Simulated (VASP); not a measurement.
## TaN: single point with PBE+U

TaN:

```xyz
4
Lattice="3.0500 0.0000 0.0000 -1.5250 2.6414 0.0000 0.0000 0.0000 4.9400" Properties=species:S:1:pos:R:3 pbc="T T T"
Ta    0.0000    1.7609    0.0000
Ta    1.5250    0.8805    2.4700
N     0.0000    1.7609    1.9019
N     1.5250    0.8805    4.3719
```

| Item | Value |
| --- | --- |
| Program | VASP 6.6.1 |
| Task | single point |
| Functional | PBE |
| Potentials or basis | VASP PAW PBE potentials, release 64 (Ta_sv_GW, N) |
| Cutoff | 600 eV |
| k mesh | 7 × 7 × 4 |
| Occupations | gaussian, width 0.05 eV |
| Spin | collinear spin |
| Starting moments | [-0.02, -0.02, 0.0, 0.0] μB |
| Hubbard terms | Ta d U = 6.0 eV |

```json
{
 "Pressure": "167.0 GPa",
 "Largest force": "2.420 eV/Å",
 "Band gap on the k mesh": "zero (filled and empty bands overlap)",
 "Net moment": "0.00 μB per cell",
 "Valence electrons inside the program's atomic spheres": "Ta 12.48; N 4.10"
}
```

Forces on the atoms (eV/Å):
```
Ta   0.000  0.000  2.420
Ta   0.000  0.000  2.420
N    0.000  0.000 -2.420
N    0.000  0.000 -2.420
```

Stress tensor (GPa, compression positive):
```
172.98   0.00   0.00
  0.00 172.98   0.00
  0.00   0.00 155.10
```

Levels at points of the mesh, in eV from the Fermi level:
Spin up:
| k point | band 14 | band 15 | band 16 | band 17 | band 18 | band 19 | band 20 | band 21 | band 22 | band 23 |
| --- | --- | --- | --- | --- | --- | --- | --- | --- | --- | --- |
| (0.00, 0.00, 0.00) | -8.19 | -8.07 | -8.07 | -1.02 | -0.31 | -0.31 | 1.79 | 3.02 | 3.02 | 4.02 |
| (0.00, 0.00, 0.50) | -8.66 | -8.66 | -8.66 | 1.26 | 1.26 | 1.73 | 1.73 | 1.73 | 1.73 | 6.23 |
Spin down:
| k point | band 14 | band 15 | band 16 | band 17 | band 18 | band 19 | band 20 | band 21 | band 22 | band 23 |
| --- | --- | --- | --- | --- | --- | --- | --- | --- | --- | --- |
| (0.00, 0.00, 0.00) | -8.19 | -8.07 | -8.07 | -1.02 | -0.31 | -0.31 | 1.79 | 3.02 | 3.02 | 4.02 |
| (0.00, 0.00, 0.50) | -8.66 | -8.66 | -8.66 | 1.26 | 1.26 | 1.73 | 1.73 | 1.73 | 1.73 | 6.23 |

Eigenvalues of the final occupation matrices:
```tsv
site	spin	trace	eigenvalues
site 1 d	1	1.39	0.19 0.19 0.32 0.35 0.35
site 1 d	2	1.39	0.19 0.19 0.32 0.35 0.35
site 2 d	1	1.39	0.19 0.19 0.32 0.35 0.35
site 2 d	2	1.39	0.19 0.19 0.32 0.35 0.35
```

Wall time 82 s on 1 thread of AMD EPYC 7R13 Processor (Zen 3), with other jobs on the host, peak memory 0.18 GiB.

Caveat: the stress differs along the axes, from 155 to 173 GPa; spin-orbit coupling is left out, which moves the levels of the heavy elements; forces of over 1 eV/Å act on the atoms, so gaps and moduli don't describe the material at rest.
